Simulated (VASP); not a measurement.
Set up this calculation in VASP 6.6.1, as the native input.

```
Task                   : single point
Functional             : PBEsol
Potentials or basis    : VASP PAW PBE potentials, release 64 (Al, La, C)
Cutoff                 : 520 eV
k mesh                 : 3 × 3 × 3
Occupations            : gaussian, width 0.05 eV
Spin                   : no spin polarisation
Dipole correction      : no
Further INCAR settings : LREAL = Auto; ALGO = Normal; EDIFF = 1e-06; NBANDS = 78
```

The structure of La5Al20C (a cell with a defect) lies in POSCAR:

```
La5Al20C
1.0
    6.4491225773      2.1521764004      5.6109619894
   -6.4491225773     -2.1521764004      5.6109619894
    2.1497075258     -6.4565292012     -5.6109619894
Al La C
20 5 1
Direct
    0.8190746144      0.0186714267      0.5994642074
    0.2090029286      0.8038046720      0.7899709411
    0.0248986037      0.4175174845      0.2005869946
    0.6167960294      0.6233908979     -0.0016416817
    0.4137195716      0.2181237753      0.4089296488
    0.5924936559      0.7921190418      0.5994705501
    0.9853406697      0.5820240411      0.7971451354
    0.7783831765      0.2005746235      0.1928495632
    0.4075969051      0.3845733038      0.0060673713
    0.1847773257      0.9872984932      0.4017982215
    0.6512938202      0.5562627795      0.6977795974
    0.0664553043      0.3516312865      0.9031140601
    0.8484054437      0.9624031438      0.2958331693
    0.4247466686      0.1242984654      0.0994482637
    0.2583194561      0.7525937920      0.5011585030
    0.3550481190      0.4536179330      0.3023746155
    0.7486967181      0.2471518453      0.4960024561
    0.5510684291      0.8517214752      0.8965423111
    0.1509965310      0.0517189276      0.7029001087
    0.9535366323      0.6531393182      0.0994815123
    0.1981459387      0.3977333358      0.5994632965
    0.6102095114      0.2093074621      0.8017280832
    0.4036162117      0.8004787347      0.1977511888
    0.0025725643      0.0049251379      0.0011650523
    0.8073752168      0.6075328270      0.3971974739
    0.5983136836      0.2978993533      0.0994402129
```

The input as run:

INCAR

```
PREC = Accurate ; ENCUT = 520
EDIFF = 1E-6 ; ISMEAR = 0
SIGMA = 0.05 ; LREAL = Auto
LASPH = True ; NELM = 80
ALGO = Normal ; ISIF = 2
LWAVE = False ; LCHARG = True
GGA = PS ; LELF = True
LVHAR = True ; NBANDS = 78
```

KPOINTS

```
Automatic mesh
0
Gamma
  3 3 3
```

Potentials or basis: VASP PAW PBE potentials, release 64 (Al, La, C).

Launch:

```console
$ cat potpaw_PBE.64/Al/POTCAR potpaw_PBE.64/La/POTCAR potpaw_PBE.64/C/POTCAR > POTCAR
$ mpirun -np 1 vasp_std > vasp.out
```

Results of the run:

* Pressure: 1.3 GPa
* Largest force: 0.012 eV/Å
* Band gap on the k mesh: zero (an odd number of electrons rules out a gap without spin polarisation)

Caveat: the PAW data sets were made with another functional, which shifts forces and pressure a little; spin-orbit coupling is left out, which moves the levels of the heavy elements.

Run time: 22 min on 1 thread of Intel(R) Xeon(R) 6975P-C (Granite Rapids), on a shared host, peak memory 0.91 GiB.
